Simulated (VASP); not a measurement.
Ta: single point with PBEsol

Ta:

```
CELL_PARAMETERS angstrom
-1.64026 1.64026 1.50904
1.64026 -1.64026 1.50904
1.64026 1.64026 -1.50904
ATOMIC_POSITIONS crystal
Ta 0.00000 0.00000 0.00000
```

This cell differs from its parent crystal: strain +0.000 along x and y, -0.080 along z.

| Item | Value |
| --- | --- |
| Program | VASP 6.6.1 |
| Task | single point |
| Functional | PBEsol |
| Potentials or basis | VASP PAW PBE potentials, release 64 (Ta_pv) |
| Cutoff | 520 eV |
| k mesh | 26 × 26 × 26 |
| Occupations | gaussian, width 0.15 eV |
| Spin | no spin polarisation |

The pressure is 21.3 GPa. The band gap on the k mesh is zero (an odd number of electrons rules out a gap without spin polarisation).

Stress tensor (GPa, compression positive):
```
18.21  0.00  0.00
 0.00 18.21  0.00
 0.00  0.00 27.56
```

Levels at points of the mesh, in eV from the Fermi level:
```tsv
k point	band 3	band 4	band 5	band 6	band 7	band 8
(0.00, 0.00, 0.00)	-32.60	-8.34	-0.07	1.18	1.18	3.38
(0.50, 0.00, 0.00)	-32.70	-4.90	-2.28	2.40	4.33	6.31
(0.50, 0.50, 0.00)	-32.58	-4.91	-1.01	1.69	3.19	4.90
(0.50, 0.50, 0.50)	-33.55	-4.63	-4.37	7.60	7.60	8.01
```

Run time: 3 min on 1 thread of AMD EPYC 9R45 96-Core Processor (Zen 5) (shared host), peak memory 0.33 GiB.

Caveat: the cell differs from its parent crystal (strain +0.000 along x and y, -0.080 along z); the stress differs along the axes, from 18 to 28 GPa; the PAW data sets were made with another functional, which shifts forces and pressure a little; spin-orbit coupling is left out, which moves the levels of the heavy elements.
